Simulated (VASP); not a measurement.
# Al (Im-3m) in VASP: single point with PBEsol

Aim: the single point of Al with PBEsol.

Everything below comes from runs of VASP 6.6.1. Logs are shortened: lines on timing, memory, paths and dates and some standing lists are left out, and cuts for length are marked.

## (1) The cell of the first run

The structure is cubic, space group Im-3m (No. 229). The conventional cell has a = 3.213 Å, b = 3.213 Å, c = 3.213 Å, α = 90.00°, β = 90.00°, γ = 90.00°. Within 3.7 Å of Al (site symmetry m-3m) lie 14 Al at 2.78 to 3.21 Å.

This isn't the form of Al at room conditions, which is fcc.

## (2) Single point, PBEsol

File INCAR:

```
ALGO = Normal
EDIFF = 1E-6
ENCUT = 500
GGA = PS
GGA_COMPAT = F
ISIF = 2
ISMEAR = 0
LASPH = T
LCHARG = F
LREAL = F
LWAVE = F
NBANDS = 22
NELM = 120
PREC = Accurate
SIGMA = 0.15
```

File KPOINTS:

```
k-points
0
Gamma
  21 13 6
```

File POSCAR:

```
Al
1.0
   -1.6064390039      1.6064390039     -1.6064390039
   -3.2128780077     -3.2128780077      0.0000000000
   -4.8193170116      4.8193170116      8.0321950194
Al
8
Direct
    0.6250000000      0.5000000000      0.1250000000
    0.0000000000      0.0000000000      0.0000000000
    0.8750000000      0.5000000000      0.3750000000
    0.2500000000      0.0000000000      0.2500000000
    0.1250000000      0.5000000000      0.6250000000
    0.5000000000      0.0000000000      0.5000000000
    0.3750000000      0.5000000000      0.8750000000
    0.7500000000      0.0000000000      0.7500000000
```

Potentials or basis: VASP PAW PBE potentials, release 64 (Al).

Run with:

```console
> cat potpaw_PBE.64/Al/POTCAR > POTCAR
> mpirun -np 1 vasp_std > vasp.out
```

OUTCAR:

```text
EDIFF = 1E-6
   ENCUT = 500
   GGA = PS
   ISIF = 2
   ISMEAR = 0
   LASPH = T
   LREAL = F
   NELM = 120
   PREC = Accurate

 ion  position               nearest neighbor table
   1  0.625  0.500  0.125-   2 2.78   4 2.78   2 2.78   4 2.78   3 2.78   7 2.78   4 3.21   4 3.21
                             2 3.21   2 3.21   3 3.21   7 3.21
   2  0.000  0.000  0.000-   1 2.78   7 2.78   1 2.78   7 2.78   4 2.78   8 2.78   1 3.21   1 3.21
                             7 3.21   7 3.21   8 3.21   4 3.21
   3  0.875  0.500  0.375-   4 2.78   6 2.78   4 2.78   6 2.78   5 2.78   1 2.78   6 3.21   6 3.21
                             4 3.21   4 3.21   5 3.21   1 3.21
   4  0.250  0.000  0.250-   1 2.78   3 2.78   1 2.78   3 2.78   2 2.78   6 2.78   3 3.21   3 3.21
                             1 3.21   1 3.21   6 3.21   2 3.21
   5  0.125  0.500  0.625-   6 2.78   8 2.78   6 2.78   8 2.78   7 2.78   3 2.78   8 3.21   8 3.21
                             6 3.21   6 3.21   7 3.21   3 3.21
   6  0.500  0.000  0.500-   3 2.78   5 2.78   3 2.78   5 2.78   4 2.78   8 2.78   5 3.21   5 3.21
                             3 3.21   3 3.21   8 3.21   4 3.21
   7  0.375  0.500  0.875-   2 2.78   8 2.78   2 2.78   8 2.78   5 2.78   1 2.78   2 3.21   2 3.21
                             8 3.21   8 3.21   5 3.21   1 3.21
   8  0.750  0.000  0.750-   5 2.78   7 2.78   5 2.78   7 2.78   6 2.78   2 2.78   7 3.21   7 3.21
                             5 3.21   5 3.21   6 3.21   2 3.21

  LATTYP: Found a simple monoclinic cell.
 ALAT       =     2.7824339740
 B/A-ratio  =     1.6329931618
 C/A-ratio  =     3.7859388971
 COS(beta)  =    -0.0880450906

  Lattice vectors:

 A1 = (  -1.6064390039,   1.6064390039,  -1.6064390039)
 A2 = (   3.2128780077,   3.2128780077,   0.0000000000)
 A3 = (   4.8193170116,  -4.8193170116,  -8.0321950194)

Analysis of symmetry for initial positions (statically):
=====================================================================
 Subroutine PRICEL returns following result:

  LATTYP: Found a body centered cubic cell.
 ALAT       =     3.2128780078

  Lattice vectors:

 A1 = (   1.6064390039,  -1.6064390039,   1.6064390039)
 A2 = (  -1.6064390039,  -1.6064390038,  -1.6064390039)
 A3 = (   1.6064390038,   1.6064390039,  -1.6064390039)

   8 primitive cells build up your supercell.

 Routine SETGRP: Setting up the symmetry group for a
 simple monoclinic supercell.

 Subroutine GETGRP returns: Found  4 space group operations
 (whereof  4 operations were pure point group operations)
 out of a pool of  4 trial point group operations.

The static configuration has the point symmetry C_2h.

Analysis of symmetry for dynamics (positions and initial velocities):
=====================================================================
 Subroutine PRICEL returns following result:

  LATTYP: Found a body centered cubic cell.
 ALAT       =     3.2128780078

  Lattice vectors:

 A1 = (   1.6064390039,  -1.6064390039,   1.6064390039)
 A2 = (  -1.6064390039,  -1.6064390038,  -1.6064390039)
 A3 = (   1.6064390038,   1.6064390039,  -1.6064390039)

   8 primitive cells build up your supercell.

 Routine SETGRP: Setting up the symmetry group for a
 simple monoclinic supercell.

 Subroutine GETGRP returns: Found  4 space group operations
 (whereof  4 operations were pure point group operations)
 out of a pool of  4 trial point group operations.

The dynamic configuration has the point symmetry C_2h.

 Subroutine INISYM returns: Found  4 space group operations
 (whereof  4 operations are pure point group operations),
 and found     8 'primitive' translations

----------------------------------------------------------------------------------------

                                     Primitive cell

  volume of cell :      16.5826

  direct lattice vectors                    reciprocal lattice vectors
     1.606439004 -1.606439004  1.606439004     0.311247423 -0.311247423 -0.000000000
    -1.606439004 -1.606439004 -1.606439004    -0.000000000 -0.311247423 -0.311247423
     1.606439004  1.606439004 -1.606439004     0.311247423  0.000000000 -0.311247423

  length of vectors
     2.782433974  2.782433974  2.782433974     0.440170327  0.440170327  0.440170327

  position of ions in fractional coordinates (direct lattice)
     0.000000000  1.000000000  0.000000000

  ion indices of the primitive-cell ions
   primitive index   ion index
                 1           1

----------------------------------------------------------------------------------------

 KPOINTS: k-points

Automatic generation of k-mesh.
 Grid dimensions read from file:
 generate k-points for:   21   13    6

 Generating k-lattice:

  Cartesian coordinates                     Fractional coordinates (reciprocal lattice)
    -0.009263316  0.009263316 -0.011115979     0.047619048  0.000000000  0.000000000
    -0.011971055 -0.011971055  0.000000000     0.000000000  0.076923077  0.000000000
    -0.006484321  0.006484321  0.012968643     0.000000000  0.000000000  0.166666667

  Length of vectors
     0.017180892  0.016929628  0.015883279

  Shift w.r.t. Gamma in fractional coordinates (k-lattice)
     0.000000000  0.000000000  0.000000000

 Subroutine IBZKPT returns following result:
 ===========================================

 Found    448 irreducible k-points:

 Following reciprocal coordinates:
            Coordinates               Weight
  0.000000  0.000000  0.000000      1.000000
  0.047619  0.000000  0.000000      2.000000
  0.095238  0.000000  0.000000      2.000000
  0.142857  0.000000  0.000000      2.000000
  0.190476  0.000000  0.000000      2.000000
  0.238095  0.000000 -0.000000      2.000000
[... 16 lines left out ...]
  0.000000  0.153846  0.000000      2.000000
  0.047619  0.153846  0.000000      4.000000
 [... further k-points ...]
   k-points           NKPTS =    448   k-points in BZ     NKDIM =    448   number of bands    NBANDS=     22
   number of dos      NEDOS =    301   number of ions     NIONS =      8
   total plane-waves  NPLWV =  57600
   dimension x,y,z NGX =    20 NGY =   36 NGZ =   80
   dimension x,y,z NGXF=    40 NGYF=   72 NGZF=  160
   ions per type =               8
   NGX,Y,Z   is equivalent  to a cutoff of  11.95, 13.17, 12.63 a.u.
   NGXF,Y,Z  is equivalent  to a cutoff of  23.90, 26.34, 25.25 a.u.
 SYSTEM =  unknown system
   PREC   = accura    normal or accurate (medium, high low for compatibility)
   ISTART =      0    job   : 0-new  1-cont  2-samecut
   ICHARG =      2    charge: 1-file 2-atom 10-const
   ISPIN  =      1    spin polarized calculation?
   LNONCOLLINEAR =      F non collinear calculations
   LSORBIT =      F    spin-orbit coupling
   LASPH  =      T    aspherical Exc in radial PAW
   ENCUT  =  500.0 eV  36.75 Ry    6.06 a.u.   5.07  8.28 19.21*2*pi/ulx,y,z
   NELM   =    120;   NELMIN=  2; NELMDL= -5     # of ELM steps
   EDIFF  = 0.1E-05   stopping-criterion for ELM
   LREAL  =      F    real-space projection
[... 7 lines left out ...]
   TEBEG  =    0.0;   TEEND  =   0.0 temperature during run
   PSTRESS=    0.0 pullay stress
   NELECT =      24.0000    total number of electrons
   NUPDOWN=      -1.0000    fix difference up-down
   EMIN   =  10.00;   EMAX   =-10.00  energy-range for DOS
   EFERMI =   0.00;   METHOD = LEGACY
   ISMEAR =     0;   SIGMA  =   0.15  broadening in eV -4-tet -1-fermi 0-gaus
   EFERMI_NEDOS =   21; number of points for ismear=-14 and -15
   IALGO  =     38    algorithm
   IMIX   =      4    mixing-type and parameters
     AMIX     =   0.40;   BMIX     =  1.00
     AMIX_MAG =   1.60;   BMIX_MAG =  1.00
  volume/ion in A,a.u.               =      16.58       111.90
  Fermi-wavevector in a.u.,A,eV,Ry     =   0.925901  1.749698 11.664164  0.857292
  Thomas-Fermi vector in A             =   2.051805
   LORBIT       =      0    0 simple, 1 ext, 2 COOP (PROOUT), +10 PAW based schemes
   GGA     = PS    functional components
   LHFCALC =     F    Hartree Fock is set to
   AEXX    =    0.0000 exact exchange contribution
   IVDW    =     0    specifies the selected vdW correction
   LEPSILON=     F    determine dielectric tensor
   LRPA    =     F    only Hartree local field effects (RPA)
 non-spin polarized calculation
 Gauss-broadening in eV      SIGMA  =   0.15
  energy-cutoff  :      500.00
  volume of cell :      132.66
 maximum number of plane-waves:      3404
   NGX = 11   NGY = 17   NGZ = 39

 number of electron      24.0000000 magnetization

 Free energy of the ion-electron system (eV)
  ---------------------------------------------------
  ext. energy  EPLUGINS =         0.00000000
  ---------------------------------------------------
  free energy    TOTEN  =       -31.97063029 eV

  energy without entropy =      -31.93215097  energy(sigma->0) =      -31.95139063

 E-fermi :   7.8968     XC(G=0): -10.2425

 val. band max:        7.8948444555   @ k =  -0.4286   0.2308   0.3333
 cond. band min:       7.8974583639   @ k =   0.4762   0.0769   0.1667
 fundamental gap:      0.0026139085
 Fermi energy:         7.8968168612

 k-point     1 :       0.0000    0.0000    0.0000
  band No.  band energies     occupation
      1      -3.1928      2.00000
      2      -1.8541      2.00000
      3      -1.8541      2.00000
      4       2.0866      2.00000
      5       2.0866      2.00000
      6       3.5991      2.00000
[... 14 lines left out ...]
     21      15.1217      0.00000
     22      15.1427      0.00000

 k-point     2 :       0.0476    0.0000    0.0000
  band No.  band energies     occupation
      1      -3.1491      2.00000
      2      -1.8531      2.00000
      3      -1.7685      2.00000
      4       2.0465      2.00000
      5       2.2109      2.00000
      6       3.6396      2.00000
[... 14 lines left out ...]
     21      14.9414      0.00000
     22      15.0110      0.00000
[... 523 lines left out ...]
     21      15.2602      0.00000
     22      15.6236      0.00000

 k-point    24 :       0.0476    0.1538    0.0000
  band No.  band energies     occupation
      1      -2.9794      2.00000
      2      -1.6850      2.00000
      3      -1.6005      2.00000
      4       1.8927      2.00000
      5       2.2093      2.00000
      6       2.3733      2.00000
[... 14 lines left out ...]
     21      14.1039      0.00000
     22      15.1827      0.00000

 [... further k-points ...]
[... 5 lines left out ...]
  --------------------------------------------------------------------------------------
  -------------------------------------------------------------------------------------
  Total        0.0285527      0.0285527     -0.0959984      0.1279196      0.0257858     -0.0257858
  in kB        0.3448376      0.3448376     -1.1593966      1.5449159      0.3114211     -0.3114211
  external PRESSURE =      -0.1565738 kB  Pullay stress =       0.0000000 kB

 VOLUME and BASIS-vectors are now :
 -----------------------------------------------------------------------------
  energy-cutoff  :      500.00
  volume of cell :      132.66
      direct lattice vectors                 reciprocal lattice vectors
    -1.606439004  1.606439004 -1.606439004    -0.194529639  0.194529639 -0.233435567
    -3.212878008 -3.212878008  0.000000000    -0.155623711 -0.155623711  0.000000000
    -4.819317012  4.819317012  8.032195019    -0.038905928  0.038905928  0.077811856

 POSITION                                       TOTAL-FORCE (eV/Angst)
 -----------------------------------------------------------------------------------
     -3.21288      0.00000     -0.00000        -0.000000      0.000000      0.000000
      0.00000      0.00000      0.00000         0.000000     -0.000000     -0.000000
     -4.81932      1.60644      1.60644        -0.000000     -0.000000     -0.000000
     -1.60644      1.60644      1.60644        -0.000000      0.000000     -0.000000
     -4.81932      1.60644      4.81932        -0.000000      0.000000      0.000000
     -3.21288      3.21288      3.21288        -0.000000      0.000000     -0.000000
     -6.42576      3.21288      6.42576         0.000000     -0.000000      0.000000
     -4.81932      4.81932      4.81932         0.000000     -0.000000      0.000000
 -----------------------------------------------------------------------------------
    total drift:                                0.000000     -0.000000      0.000000

  FREE ENERGIE OF THE ION-ELECTRON SYSTEM (eV)
  ---------------------------------------------------
  free  energy   TOTEN  =       -31.9706302871 eV

  energy  without entropy=      -31.9321509662  energy(sigma->0) =      -31.95139063
```

Wall time 7.9 min (1 thread of Intel Xeon 6975P-C (Granite Rapids), shared host); peak memory 0.84 GiB.

Results:

```yaml
Free_energy: -31.9706 eV
Pressure: 0.0 GPa
Band_gap_on_the_k_mesh: zero (bands 12 and 13 overlap by 4.43 eV)
```

Caveat: the PAW data sets were made with another functional, which shifts forces and pressure a little.
